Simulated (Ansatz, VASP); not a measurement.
**Ga in VASP and in Ansatz**

The input INCAR:

```
SYSTEM = Ga
PREC = Accurate ; ENCUT = 520
EDIFF = 1E-6 ; ISMEAR = -1
SIGMA = 0.15 ; LREAL = .FALSE.
LASPH = .TRUE. ; NELM = 60
ALGO = Normal ; ISIF = 2
LWAVE = .FALSE. ; LCHARG = .FALSE.
GGA = PS ; NBANDS = 48
```

KPOINTS

```
Automatic mesh
0
G
  6 6 6
  0 0 0
```

Contents of POSCAR:

```
Ga
1.0
   -2.9147584665      2.9147584665      2.9147584665
    2.9147584665     -2.9147584665      2.9147584665
    2.9147584665      2.9147584665     -2.9147584665
Ga
6
Direct
    0.2500000000      0.6250000000      0.3750000000
    0.3750000000      0.2500000000      0.6250000000
    0.7500000000      0.8750000000      0.1250000000
    0.1250000000      0.7500000000      0.8750000000
    0.6250000000      0.3750000000      0.2500000000
    0.8750000000      0.1250000000      0.7500000000
```

Input for Ansatz:

```yaml
crystal:
  lattice:
    - [-2.914758466483153, 2.914758466483153, 2.914758466483153]
    - [2.914758466483153, -2.914758466483153, 2.914758466483153]
    - [2.914758466483153, 2.914758466483153, -2.914758466483153]
  atoms:
    - { symbol: Ga, position: [0.25, 0.625, 0.375] }
    - { symbol: Ga, position: [0.375, 0.25, 0.625] }
    - { symbol: Ga, position: [0.75, 0.875, 0.125] }
    - { symbol: Ga, position: [0.125, 0.75, 0.875] }
    - { symbol: Ga, position: [0.625, 0.375, 0.25] }
    - { symbol: Ga, position: [0.875, 0.125, 0.75] }
basis:
  ecutwfc: 470.0
kpoints:
  mp_grid:
    grid: [6, 6, 6]
hamiltonian:
  xc: pbesol
scf:
  occupations:
    method: fermi_dirac
    width: 0.15
output:
  stress: true
```

Alike in both runs: task single point; functional PBEsol; k mesh 6 × 6 × 6; occupations fermi-dirac, width 0.15 eV; no spin polarisation.

```csv
,VASP,Ansatz
version,VASP 6.6.1,Ansatz 0.2.0
potentials or method,"VASP PAW PBE potentials, release 64 (Ga_d), cutoff 520 eV","plane waves, PAW"
valence electrons in the cell,78,78
```

```csv
,VASP,Ansatz,Ansatz less VASP
pressure (GPa),5.2,5.0,-0.19
```

VASP's potentials were made for PBE, not for PBEsol.
